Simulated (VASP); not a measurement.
# GaN (Cmc2_1) in VASP: single point with LDA

Aim: the single point of GaN with LDA.

Program: VASP 6.6.1. These are calculated values, not measurements. Logs are shortened: lines on timing, memory, paths and dates and some standing lists are left out, and cuts for length are marked.

## (1) The cell of the first run

Symmetry: Cmc2_1, No. 36, orthorhombic system. Conventional cell: a = 3.120 Å, b = 5.511 Å, c = 5.041 Å, α = 90.00°, β = 90.00°, γ = 90.00°. Ga (site symmetry m) has 4 N at 1.91 to 1.92 Å within 2.5 Å. N (site symmetry m) has 4 Ga at 1.91 to 1.92 Å within 2.5 Å.

## (2) Single point, LDA

INCAR reads:

```
SYSTEM = GaN
ALGO     = Normal         ! electronic algorithm
EDIFF    = 1E-6           ! SCF threshold, eV
ENCUT    = 910            ! plane-wave cutoff, eV
GGA_COMPAT= .FALSE.      
ISIF     = 2              ! what is computed and relaxed
ISMEAR   = 0              ! smearing method
LASPH    = .TRUE.         ! aspherical terms in the spheres
LCHARG   = .FALSE.        ! write CHGCAR
LREAL    = .FALSE.        ! projectors in reciprocal space
LWAVE    = .FALSE.        ! write WAVECAR
NBANDS   = 46             ! bands
NELM     = 120            ! most SCF steps
PREC     = Accurate       ! precision mode
SIGMA    = 0.02           ! smearing width, eV
```

KPOINTS reads:

```
k-points
0
G
  10 6 6
  0 0 0
```

POSCAR reads:

```
GaN
1.0
    3.1203032401      0.0000000000      0.0000000000
    0.0000000000      5.0407577076      0.0000000000
    0.0000000000      0.0000000000      5.5109076529
Ga N
4 4
Direct
    0.0000000000      1.0009340931      0.3339330998
    0.5000000000      1.0009340931      0.8339330998
    0.5000000000      0.5009340931      0.1660669002
    0.0000000000      0.5009340931      0.6660669002
    0.0000000000      0.6210659069      0.3353086907
    0.5000000000      0.6210659069      0.8353086907
    0.5000000000      0.1210659069      0.1646913093
    0.0000000000      0.1210659069      0.6646913093
```

Potentials or basis: VASP PAW LDA potentials, release 64 (Ga_d, N_h).

Run with:

```console
$ cat potpaw_LDA.64/Ga_d/POTCAR potpaw_LDA.64/N_h/POTCAR > POTCAR
$ mpirun -np 1 vasp_std > vasp.out
```

OUTCAR:

```text
SYSTEM = GaN
   EDIFF = 1E-6
   ENCUT = 910
   ISIF = 2
   ISMEAR = 0
   LASPH = .TRUE.
   LREAL = .FALSE.
   NELM = 120
   PREC = Accurate

 ion  position               nearest neighbor table
   1  0.000  0.001  0.334-   5 1.91   7 1.92   7 1.92   8 1.92
   2  0.500  0.001  0.834-   6 1.91   8 1.92   8 1.92   7 1.92
   3  0.500  0.501  0.166-   7 1.91   5 1.92   5 1.92   6 1.92
   4  0.000  0.501  0.666-   8 1.91   6 1.92   6 1.92   5 1.92
   5  0.000  0.621  0.335-   1 1.91   3 1.92   3 1.92   4 1.92
   6  0.500  0.621  0.835-   2 1.91   4 1.92   4 1.92   3 1.92
   7  0.500  0.121  0.165-   3 1.91   1 1.92   1 1.92   2 1.92
   8  0.000  0.121  0.665-   4 1.91   2 1.92   2 1.92   1 1.92

  LATTYP: Found a simple orthorhombic cell.
 ALAT       =     3.1203032401
 B/A-ratio  =     1.6154704590
 C/A-ratio  =     1.7661448997

  Lattice vectors:

 A1 = (   3.1203032401,   0.0000000000,   0.0000000000)
 A2 = (   0.0000000000,   5.0407577076,   0.0000000000)
 A3 = (   0.0000000000,   0.0000000000,   5.5109076529)

Analysis of symmetry for initial positions (statically):
=====================================================================
 Subroutine PRICEL returns following result:

  LATTYP: Found a base centered orthorhombic cell.
 ALAT       =     3.1203032401
 B/A-ratio  =     1.7661448997
 C/A-ratio  =     1.6154704590

  Lattice vectors:

 A1 = (   1.5601516201,   0.0000000000,   2.7554538264)
 A2 = (   1.5601516200,   0.0000000000,  -2.7554538264)
 A3 = (   0.0000000000,   5.0407577076,   0.0000000000)

   2 primitive cells build up your supercell.

 Routine SETGRP: Setting up the symmetry group for a
 simple orthorhombic supercell.

 Subroutine GETGRP returns: Found  4 space group operations
 (whereof  2 operations were pure point group operations)
 out of a pool of  8 trial point group operations.

The static configuration has the point symmetry C_1h.
 The point group associated with its full space group is C_2v.

Analysis of symmetry for dynamics (positions and initial velocities):
=====================================================================
 Subroutine PRICEL returns following result:

  LATTYP: Found a base centered orthorhombic cell.
 ALAT       =     3.1203032401
 B/A-ratio  =     1.7661448997
 C/A-ratio  =     1.6154704590

  Lattice vectors:

 A1 = (   1.5601516201,   0.0000000000,   2.7554538264)
 A2 = (   1.5601516200,   0.0000000000,  -2.7554538264)
 A3 = (   0.0000000000,   5.0407577076,   0.0000000000)

   2 primitive cells build up your supercell.

 Routine SETGRP: Setting up the symmetry group for a
 simple orthorhombic supercell.

 Subroutine GETGRP returns: Found  4 space group operations
 (whereof  2 operations were pure point group operations)
 out of a pool of  8 trial point group operations.

The dynamic configuration has the point symmetry C_1h.
 The point group associated with its full space group is C_2v.

 Subroutine INISYM returns: Found  4 space group operations
 (whereof  2 operations are pure point group operations),
 and found     2 'primitive' translations

----------------------------------------------------------------------------------------

                                     Primitive cell

  volume of cell :      43.3397

  direct lattice vectors                    reciprocal lattice vectors
     1.560151620  0.000000000  2.755453826     0.320481672  0.000000000  0.181458312
     1.560151620  0.000000000 -2.755453826     0.320481672  0.000000000 -0.181458312
     0.000000000  5.040757708  0.000000000     0.000000000  0.198382874  0.000000000

  length of vectors
     3.166480517  3.166480517  5.040757708     0.368287417  0.368287417  0.198382874

  position of ions in fractional coordinates (direct lattice)
     0.333933100  0.666066900  0.000934093
     0.666066900  0.333933100  0.500934093
     0.335308691  0.664691309  0.621065907
     0.664691309  0.335308691  0.121065907

  ion indices of the primitive-cell ions
   primitive index   ion index
                 1           1
                 2           4
                 3           5
                 4           8

----------------------------------------------------------------------------------------

 KPOINTS: k-points

Automatic generation of k-mesh.
 Grid dimensions read from file:
 generate k-points for:   10    6    6

 Generating k-lattice:

  Cartesian coordinates                     Fractional coordinates (reciprocal lattice)
     0.032048167  0.000000000  0.000000000     0.100000000  0.000000000  0.000000000
     0.000000000  0.033063812  0.000000000     0.000000000  0.166666667  0.000000000
     0.000000000  0.000000000  0.030243052     0.000000000  0.000000000  0.166666667

  Length of vectors
     0.032048167  0.033063812  0.030243052

  Shift w.r.t. Gamma in fractional coordinates (k-lattice)
     0.000000000  0.000000000  0.000000000

 Subroutine IBZKPT returns following result:
 ===========================================

 Found     96 irreducible k-points:

 Following reciprocal coordinates:
            Coordinates               Weight
  0.000000  0.000000  0.000000      1.000000
  0.100000  0.000000  0.000000      2.000000
  0.200000  0.000000  0.000000      2.000000
  0.300000  0.000000  0.000000      2.000000
  0.400000  0.000000  0.000000      2.000000
  0.500000  0.000000  0.000000      1.000000
[... 16 lines left out ...]
  0.400000  0.500000  0.000000      2.000000
  0.500000  0.500000  0.000000      1.000000
 [... further k-points ...]
   k-points           NKPTS =     96   k-points in BZ     NKDIM =     96   number of bands    NBANDS=     46
   number of dos      NEDOS =    301   number of ions     NIONS =      8
   total plane-waves  NPLWV =  86400
   dimension x,y,z NGX =    32 NGY =   50 NGZ =   54
   dimension x,y,z NGXF=    64 NGYF=  100 NGZF=  108
   ions per type =               4   4
   NGX,Y,Z   is equivalent  to a cutoff of  17.05, 16.49, 16.29 a.u.
   NGXF,Y,Z  is equivalent  to a cutoff of  34.10, 32.98, 32.58 a.u.
 SYSTEM =  GaN
   PREC   = accura    normal or accurate (medium, high low for compatibility)
   ISTART =      0    job   : 0-new  1-cont  2-samecut
   ICHARG =      2    charge: 1-file 2-atom 10-const
   ISPIN  =      1    spin polarized calculation?
   LNONCOLLINEAR =      F non collinear calculations
   LSORBIT =      F    spin-orbit coupling
   LASPH  =      T    aspherical Exc in radial PAW
   ENCUT  =  910.0 eV  66.88 Ry    8.18 a.u.   7.67 12.40 13.56*2*pi/ulx,y,z
   NELM   =    120;   NELMIN=  2; NELMDL= -5     # of ELM steps
   EDIFF  = 0.1E-05   stopping-criterion for ELM
   LREAL  =      F    real-space projection
   EDIFFG = 0.1E-04   stopping-criterion for IOM
   NSW    =      0    number of steps for IOM
   IBRION =     -1    ionic relax: 0-MD 1-quasi-New 2-CG
   NFREE  =      0    steps in history (QN), initial steepest desc. (CG)
   ISIF   =      2    stress and relaxation
   ISYM   =      2    0-nonsym 1-usesym 2-fastsym
   POTIM  = 0.5000    time-step for ionic-motion
   TEBEG  =    0.0;   TEEND  =   0.0 temperature during run
   PSTRESS=    0.0 pullay stress
   NELECT =      72.0000    total number of electrons
   NUPDOWN=      -1.0000    fix difference up-down
   EMIN   =  10.00;   EMAX   =-10.00  energy-range for DOS
   EFERMI =   0.00;   METHOD = LEGACY
   ISMEAR =     0;   SIGMA  =   0.02  broadening in eV -4-tet -1-fermi 0-gaus
   EFERMI_NEDOS =   21; number of points for ismear=-14 and -15
   IALGO  =     38    algorithm
   IMIX   =      4    mixing-type and parameters
     AMIX     =   0.40;   BMIX     =  1.00
     AMIX_MAG =   1.60;   BMIX_MAG =  1.00
  volume/ion in A,a.u.               =      10.83        73.12
  Fermi-wavevector in a.u.,A,eV,Ry     =   1.538912  2.908122 32.221993  2.368250
  Thomas-Fermi vector in A             =   2.645214
   LORBIT       =      0    0 simple, 1 ext, 2 COOP (PROOUT), +10 PAW based schemes
   GGA     = CA    functional components
   LHFCALC =     F    Hartree Fock is set to
   AEXX    =    0.0000 exact exchange contribution
   IVDW    =     0    specifies the selected vdW correction
   LEPSILON=     F    determine dielectric tensor
   LRPA    =     F    only Hartree local field effects (RPA)
 non-spin polarized calculation
 Gauss-broadening in eV      SIGMA  =   0.02
  energy-cutoff  :      910.00
  volume of cell :       86.68
 maximum number of plane-waves:      5441
 NGX is ok and might be reduce to    32
   NGX = 15   NGY = 25   NGZ = 27

 number of electron      72.0000015 magnetization

 Free energy of the ion-electron system (eV)
  ---------------------------------------------------
  ext. energy  EPLUGINS =         0.00000000
  ---------------------------------------------------
  free energy    TOTEN  =       -55.76265282 eV

  energy without entropy =      -55.76265282  energy(sigma->0) =      -55.76265282

 E-fermi :   6.1193     XC(G=0): -12.4205

 val. band max:        6.0171386691   @ k =   0.0000   0.0000   0.0000
 cond. band min:       8.2987709758   @ k =   0.0000   0.0000   0.0000
 fundamental gap:      2.2816323067
 Fermi energy:         6.1192734838

 k-point     1 :       0.0000    0.0000    0.0000
  band No.  band energies     occupation
      1     -10.3270      2.00000
      2      -9.2971      2.00000
      3      -9.2689      2.00000
      4      -9.0898      2.00000
      5      -7.6079      2.00000
      6      -7.6061      2.00000
[... 38 lines left out ...]
     45      15.9890      0.00000
     46      16.5588      0.00000

 k-point     2 :       0.1000    0.0000    0.0000
  band No.  band energies     occupation
      1     -10.2437      2.00000
      2      -9.2731      2.00000
      3      -9.2475      2.00000
      4      -9.0911      2.00000
      5      -7.6010      2.00000
      6      -7.5929      2.00000
[... 38 lines left out ...]
     45      15.9887      0.00000
     46      16.4172      0.00000

 k-point     3 :       0.2000    0.0000    0.0000
  band No.  band energies     occupation
      1     -10.0168      2.00000
      2      -9.2147      2.00000
      3      -9.1959      2.00000
      4      -9.0991      2.00000
      5      -7.5843      2.00000
      6      -7.5693      2.00000
[... 1018 lines left out ...]
     45      15.1184      0.00000
     46      15.1196      0.00000

 k-point    24 :       0.5000    0.5000    0.0000
  band No.  band energies     occupation
      1      -9.1110      2.00000
      2      -9.1110      2.00000
      3      -9.1110      2.00000
      4      -9.1110      2.00000
      5      -7.4919      2.00000
      6      -7.4919      2.00000
[... 38 lines left out ...]
     45      15.1068      0.00000
     46      15.1068      0.00000

 [... further k-points ...]
[... 5 lines left out ...]
  --------------------------------------------------------------------------------------
  -------------------------------------------------------------------------------------
  Total        2.9752774      4.8923164      0.5334302      0.0000000      0.0000000      0.0000000
  in kB       54.9948830     90.4293394      9.8598980      0.0000000      0.0000000      0.0000000
  external PRESSURE =      51.7613735 kB  Pullay stress =       0.0000000 kB

 VOLUME and BASIS-vectors are now :
 -----------------------------------------------------------------------------
  energy-cutoff  :      910.00
  volume of cell :       86.68
      direct lattice vectors                 reciprocal lattice vectors
     3.120303240  0.000000000  0.000000000     0.320481672  0.000000000  0.000000000
     0.000000000  5.040757708  0.000000000     0.000000000  0.198382874  0.000000000
     0.000000000  0.000000000  5.510907653     0.000000000  0.000000000  0.181458312

 POSITION                                       TOTAL-FORCE (eV/Angst)
 -----------------------------------------------------------------------------------
      0.00000      0.00471      1.84027         0.000000      0.003570      0.002535
      1.56015      0.00471      4.59573         0.000000      0.003570      0.002535
      1.56015      2.52509      0.91518        -0.000000      0.003570     -0.002535
      0.00000      2.52509      3.67063         0.000000      0.003570     -0.002535
      0.00000      3.13064      1.84786         0.000000     -0.003570      0.001788
      1.56015      3.13064      4.60331         0.000000     -0.003570      0.001788
      1.56015      0.61026      0.90760         0.000000     -0.003570     -0.001788
      0.00000      0.61026      3.66305         0.000000     -0.003570     -0.001788
 -----------------------------------------------------------------------------------
    total drift:                                0.000000      0.000282     -0.000001

  FREE ENERGIE OF THE ION-ELECTRON SYSTEM (eV)
  ---------------------------------------------------
  free  energy   TOTEN  =       -55.7626528194 eV

  energy  without entropy=      -55.7626528194  energy(sigma->0) =      -55.76265282
```

Wall time 16 min (1 thread of Intel Xeon Platinum 8259CL at 2.50GHz (Skylake/Cascade Lake), shared host); peak memory 0.69 GiB.

Results:

```
Free energy            : -55.7627 eV
Pressure               : 5.2 GPa
Largest force          : 0.004 eV/Å
Band gap on the k mesh : 2.28 eV
```

Forces on the atoms (eV/Å):
```
Ga   0.000  0.004  0.003
Ga   0.000  0.004  0.003
Ga   0.000  0.004 -0.003
Ga   0.000  0.004 -0.003
N    0.000 -0.004  0.002
N    0.000 -0.004  0.002
N    0.000 -0.004 -0.002
N    0.000 -0.004 -0.002
```

Caveat: the stress differs along the axes, from 1 to 9 GPa.
